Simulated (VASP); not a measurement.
A run of VASP 6.6.1 is set up as follows.

File INCAR:

```
SYSTEM = WSe2
  ALGO = Normal
  EDIFF = 1E-6
  ENCUT = 520
  GGA = PE
  ISIF = 2
  ISMEAR = 0
  LASPH = .True.
  LCHARG = .False.
  LREAL = .False.
  LWAVE = .False.
  NBANDS = 64
  NELM = 60
  PREC = Accurate
  SIGMA = 0.05
```

The input KPOINTS:

```
k-points
0
Gamma
  12 12 1
  0 0 0
```

POSCAR

```
WSe2
1.0
    3.3206779314      0.0000000000      0.0000000000
   -1.6603389657      2.8757914463      0.0000000000
    0.0000000000      0.0000000000     42.1624923318
W Se
4 8
Direct
    0.6666666667      0.3333333333      0.9017078408
    0.6666666667      0.3333333333      0.2946354236
    0.3333333333      0.6666666667      0.7053645764
    0.3333333333      0.6666666667      0.0982921592
    0.3333333333      0.6666666667      0.9449957770
    0.3333333333      0.6666666667      0.3379184716
    0.6666666667      0.3333333333      0.7486532095
    0.6666666667      0.3333333333      0.1415801562
    0.3333333333      0.6666666667      0.8584198438
    0.3333333333      0.6666666667      0.2513467905
    0.6666666667      0.3333333333      0.6620815284
    0.6666666667      0.3333333333      0.0550042230
```

Potentials or basis: VASP PAW PBE potentials, release 64 (W_sv, Se).

The run is started by

```console
$ cat potpaw_PBE.64/W_sv/POTCAR potpaw_PBE.64/Se/POTCAR > POTCAR
$ mpirun -np 1 vasp_std > vasp.out
```

Predict the largest force.

2.016 eV/Å.

Predict the band gap on the k mesh.

1.10 eV (least direct gap 1.77 eV).

Forces in eV/Å, atoms in the order of the input:
```
W    0.000  0.000  0.000
W    0.000  0.000 -0.001
W    0.000  0.000  0.001
W    0.000  0.000  0.000
Se   0.000  0.000 -2.013
Se   0.000  0.000 -2.016
Se   0.000  0.000 -2.013
Se   0.000  0.000 -2.013
Se   0.000  0.000  2.013
Se   0.000  0.000  2.013
Se   0.000  0.000  2.016
Se   0.000  0.000  2.013
```

Caveat: the cell differs from its parent crystal (strain +0.0875 x Voigt [0, 0, 1, 0, 0, 0]); there is no dipole correction, which matters where the two faces differ; spin-orbit coupling is left out, which moves the levels of the heavy elements.
